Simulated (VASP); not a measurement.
NaCl:

```
Cl Na
1.0
     3.50219    0.00000    0.00000
     0.00000    3.50219    0.00000
     0.00000    0.00000    3.50219
Cl Na
1 1
Cartesian
  1.7511 1.7511 1.7511
  0.0000 0.0000 0.0000
```

Program: VASP 6.6.1. Alike in all runs: no spin polarisation; cell as given; cutoff (eV) 520.

Problem. Order these runs on this cell by their band gap on the k mesh, lowest first.
A. level PBE0; potentials or basis VASP PAW PBE potentials, release 64 (Cl, Na_pv); k mesh 4 × 4 × 4; smearing fermi-dirac 0.05 eV; grid for exact exchange (PRECFOCK) Normal; share of exact exchange 0.25
B. level LDA; potentials or basis VASP PAW LDA potentials, release 64 (Cl, Na_pv); k mesh 8 × 8 × 8; smearing fermi-dirac 0.05 eV
C. level PBEsol; potentials or basis VASP PAW PBE potentials, release 64 (Cl, Na_pv); k mesh 8 × 8 × 8; smearing gaussian 0.01 eV

Solution. B (3.61 eV), C (3.84 eV), A (6.03 eV).

Caveats: some runs use coarse meshes; the cell stands under tension (at least some runs).

A k mesh can miss the band edges.
